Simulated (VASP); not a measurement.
GaP (rocksalt type):

```
CELL_PARAMETERS angstrom
0.00000 2.34722 2.34722
2.34722 0.00000 2.34722
2.34722 2.34722 0.00000
ATOMIC_POSITIONS crystal
Ga 0.00000 0.00000 0.00000
P 0.50000 0.50000 0.50000
```

* Program: VASP 6.6.1
* Task: relaxation of cell and atoms
* Functional: r2SCAN
* Potentials or basis: VASP PAW PBE potentials, release 64 (Ga_d, P)
* Cutoff: 600 eV
* k mesh: 14 × 14 × 14
* Occupations: fermi-dirac, width 0.05 eV
* Spin: no spin polarisation

At the start: pressure 45.2 GPa; volume 12.93 Å³/atom.

How do energy, volume and symmetry change on relaxing?

Over 19 steps the energy falls by 426.5 meV/atom and the volume is 16.73 Å³/atom (+29.4 %); space group Fm-3m (No. 225, to 0.05 Å).

Step by step:
| step | energy change (eV) | largest force (eV/Å) | pressure (GPa) | volume (Å³) |
| --- | --- | --- | --- | --- |
| 1 | 0.0000 | 0.0000 | 45.24 | 25.86 |
| 2 | -0.4080 | 0.0000 | -13.25 | 42.08 |
| 3 | -0.8528 | 0.0000 | -0.39 | 33.63 |
| 4 | -0.8531 | 0.0000 | 0.06 | 33.46 |
| 5 | -0.8531 | 0.0000 | 0.07 | 33.46 |
| 6 | -0.8531 | 0.0000 | 0.07 | 33.46 |
| 7 | -0.8531 | 0.0000 | 0.07 | 33.46 |
| 8 | -0.8531 | 0.0000 | 0.07 | 33.46 |
| 9 | -0.8531 | 0.0000 | 0.07 | 33.46 |
| 10 | -0.8531 | 0.0000 | 0.07 | 33.46 |
| 11 | -0.8531 | 0.0000 | 0.07 | 33.46 |
| 12 | -0.8531 | 0.0000 | 0.07 | 33.46 |
| 13 | -0.8531 | 0.0000 | 0.07 | 33.46 |
| 14 | -0.8531 | 0.0000 | 0.07 | 33.46 |
| 15 | -0.8531 | 0.0000 | 0.07 | 33.46 |
| 16 | -0.8531 | 0.0000 | 0.07 | 33.46 |
| 17 | -0.8531 | 0.0000 | 0.07 | 33.46 |
| 18 | -0.8531 | 0.0000 | 0.07 | 33.46 |
| 19 | -0.8531 | 0.0000 | -0.01 | 33.46 |

Final structure:
```yaml
crystal:
  lattice:
    - [0.00000, 2.55768, 2.55768]
    - [2.55768, 0.00000, 2.55768]
    - [2.55768, 2.55768, 0.00000]
  atoms:
    - { symbol: Ga, position: [0.00000, 0.00000, 0.00000] }
    - { symbol: P, position: [0.50000, 0.50000, 0.50000] }
```

Caveat: the volume moved by over 15 % at a fixed basis, so the end points are rough; the PAW data sets were made with another functional, which shifts forces and pressure a little.
